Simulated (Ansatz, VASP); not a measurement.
**Two plane-wave programs on AlRu**

File INCAR:

```
PREC = Accurate
ENCUT = 520
EDIFF = 1E-6
ISMEAR = 0
SIGMA = 0.15
LREAL = False
LASPH = True
NELM = 80
ALGO = Fast
ISIF = 2
LWAVE = False
LCHARG = False
GGA = PS
NBANDS = 16
```

File KPOINTS:

```
Automatic mesh
0
Gamma
  16 16 16
```

POSCAR

```
AlRu
1.0
    2.9916000000      0.0000000000      0.0000000000
    0.0000000000      2.9916000000      0.0000000000
    0.0000000000      0.0000000000      2.9916000000
Al Ru
1 1
Direct
    0.0000000000      0.0125350983      0.0000000000
    0.5000000000      0.5000000000      0.5000000000
```

Input for Ansatz:

```yaml
crystal:
  lattice:
    - [2.9916, 0.0, 0.0]
    - [0.0, 2.9916, 0.0]
    - [0.0, 0.0, 2.9916]
  atoms:
    - { symbol: Al, position: [0.0, 0.0125350983, 0.0] }
    - { symbol: Ru, position: [0.5, 0.5, 0.5] }
basis:
  ecutwfc: 420
kpoints:
  mp_grid: { grid: [16, 16, 16] }
hamiltonian:
  xc: pbesol
scf:
  occupations: { method: gaussian, width: 0.15 }
output:
  forces: true
  stress: true
  eigenvalues: true
```

Change from the starting cell: all Al atoms moved +0.037 Å, as atom 1 along Cartesian [0 1 0].

Alike in both runs: task single point; functional PBEsol; k mesh 16 × 16 × 16; occupations gaussian, width 0.15 eV; no spin polarisation.

|  | VASP | Ansatz |
| --- | --- | --- |
| version | VASP 6.6.1 | Ansatz 0.2.0 |
| potentials or method | VASP PAW PBE potentials, release 64 (Al, Ru_pv), cutoff 520 eV | scalar-relativistic, plane waves, PAW |
| valence electrons in the cell | 17 | 19 |

```tsv
	VASP	Ansatz	Ansatz less VASP
gap on the k mesh at the Fermi level (eV)	none	none	-
pressure (GPa)	-3.2	-3.1	+0.05
traceless stress, the component that is largest in VASP (GPa)	-0.07	-0.07	+0.002
rms of the force components (eV/Å)	0.166	0.165	-0.0016
```

VASP's potentials were made for PBE, not for PBEsol. Atom by atom the forces differ by 0.002 eV/Å (rms over components). A gap of «none» marks a metal or a gap that the smearing closes. VASP's potentials hold 17 valence electrons a cell and Ansatz's 19, so a difference there can come from the potentials and not from the codes.
